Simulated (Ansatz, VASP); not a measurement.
# TeRu in VASP and in Ansatz

The input POSCAR:

```
TeRu
1.0
    0.0000000000      2.7105248454      2.7105248454
    2.7105248454      0.0000000000      2.7105248454
    2.7105248454      2.7105248454      0.0000000000
Ru Te
1 1
Direct
    0.5000000000      0.5000000000      0.5000000000
    0.0000000000      0.0000000000      0.0000000000
```

Contents of INCAR.step1:

```
  PREC = Accurate
  ENCUT = 520
  ISMEAR = 1
  SIGMA = 0.1
  LREAL = False
  LASPH = True
  NELM = 60
  NBANDS = 17
  GGA = PE
  ALGO = Normal
  EDIFF = 1E-4
  LWAVE = True
  LCHARG = False
```

INCAR.step2

```
  PREC = Accurate
  ENCUT = 520
  EDIFF = 1E-6
  ISMEAR = 1
  SIGMA = 0.1
  LREAL = False
  LASPH = True
  NELM = 60
  ALGO = Normal
  ISIF = 2
  LWAVE = False
  LCHARG = True
  METAGGA = R2SCAN
  LMIXTAU = True
  LELF = True
  LVHAR = True
  NBANDS = 17
  ISTART = 1
```

The input KPOINTS:

```
Automatic mesh
0
Gamma
  12 12 12
```

Input for Ansatz:

```yaml
crystal:
  lattice:
    - [0.0, 2.7105248454, 2.7105248454]
    - [2.7105248454, 0.0, 2.7105248454]
    - [2.7105248454, 2.7105248454, 0.0]
  atoms:
    - { symbol: Ru, position: [0.5, 0.5, 0.5] }
    - { symbol: Te, position: [0.0, 0.0, 0.0] }
basis:
  ecutwfc: 500
  ecutrho_ratio: 4
kpoints:
  mp_grid: { grid: [12, 12, 12] }
hamiltonian:
  xc: r2scan
scf:
  occupations: { method: cold, width: 0.1 }
output:
  forces: true
  stress: true
```

Alike in both runs: task single point; functional r2SCAN; k mesh 12 × 12 × 12; no spin polarisation.

```csv
,VASP,Ansatz
version,VASP 6.6.1,Ansatz 0.2.0
potentials or method,"VASP PAW PBE potentials, release 64 (Ru_pv, Te), cutoff 520 eV","scalar-relativistic, plane waves, PAW"
occupations,"methfessel-paxton of order 1, width 0.1 eV","cold, width 0.1 eV"
valence electrons in the cell,20,32
```

|  | VASP | Ansatz | Ansatz less VASP |
| --- | --- | --- | --- |
| pressure (GPa) | 0.0 | 0.0 | -0.01 |

VASP's potentials were made for PBE, not for r2SCAN. VASP's potentials hold 20 valence electrons a cell and Ansatz's 32, so a difference there can come from the potentials and not from the codes.

Spin-orbit coupling is off throughout.
